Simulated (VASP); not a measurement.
**LuInBr6: single point with PBEsol**

The system is LuInBr6.

```xyz
8
Lattice="4.2198 3.8276 3.8035 -3.9673 4.3029 3.0425 0.5216 -6.4540 2.0070" Properties=species:S:1:pos:R:3 pbc="T T T"
Lu   -0.2233    1.4090    4.8216
In    0.1210    0.0202   -0.0995
Br    1.9648    2.9641    4.7378
Br   -2.7363    2.2467    4.4002
Br    0.8015   -4.8102    4.0230
Br   -0.9255   -1.1746    4.2020
Br    3.3322   -1.2210    4.0239
Br    0.4696    6.3800    4.7874
```

* Program: VASP 6.6.1
* Task: single point
* Functional: PBEsol
* Potentials or basis: VASP PAW PBE potentials, release 64 (Lu, In_d, Br)
* Cutoff: 600 eV
* k mesh: 4 × 4 × 4
* Occupations: fermi-dirac, width 0.05 eV
* Spin: no spin polarisation
* Dipole correction: no
* Further INCAR settings: ALGO = Normal; EDIFF = 1e-06; NBANDS = 50

The pressure is 0.1 GPa. The largest force is 0.026 eV/Å and the band gap on the k mesh is 2.01 eV.

Forces on the atoms (eV/Å):
```
Lu   0.002 -0.004 -0.001
In  -0.001  0.003  0.001
Br   0.014  0.011  0.001
Br  -0.026  0.004 -0.003
Br   0.003  0.007 -0.005
Br   0.000 -0.012 -0.005
Br  -0.004  0.010  0.007
Br   0.012 -0.020  0.006
```

Levels at points of the mesh, in eV from the valence-band top:
```csv
k point,band 38,band 39,band 40,band 41,band 42,band 43
"(0.00, 0.00, 0.00)",-0.32,-0.26,0.00,2.01,4.25,4.51
"(0.50, 0.00, 0.00)",-0.38,-0.33,-0.02,2.57,4.44,4.54
"(0.00, 0.50, 0.00)",-0.48,-0.27,-0.03,2.18,4.08,4.30
"(0.50, 0.50, 0.00)",-0.65,-0.38,-0.24,2.42,4.12,4.23
"(0.00, 0.00, 0.50)",-0.47,-0.31,-0.13,2.03,4.13,4.44
"(0.50, 0.00, 0.50)",-0.63,-0.52,-0.28,2.53,4.13,4.21
"(0.00, 0.50, 0.50)",-0.66,-0.37,0.00,2.38,4.14,4.31
"(0.50, 0.50, 0.50)",-0.71,-0.52,-0.22,2.38,4.08,4.29
```

It took 28 min on 1 thread of Intel Xeon 8259CL, with other jobs on the host, peak memory 0.73 GiB.

Caveat: the PAW data sets were made with another functional, which shifts forces and pressure a little; spin-orbit coupling is left out, which moves the levels of the heavy elements. A k mesh can miss the band edges.
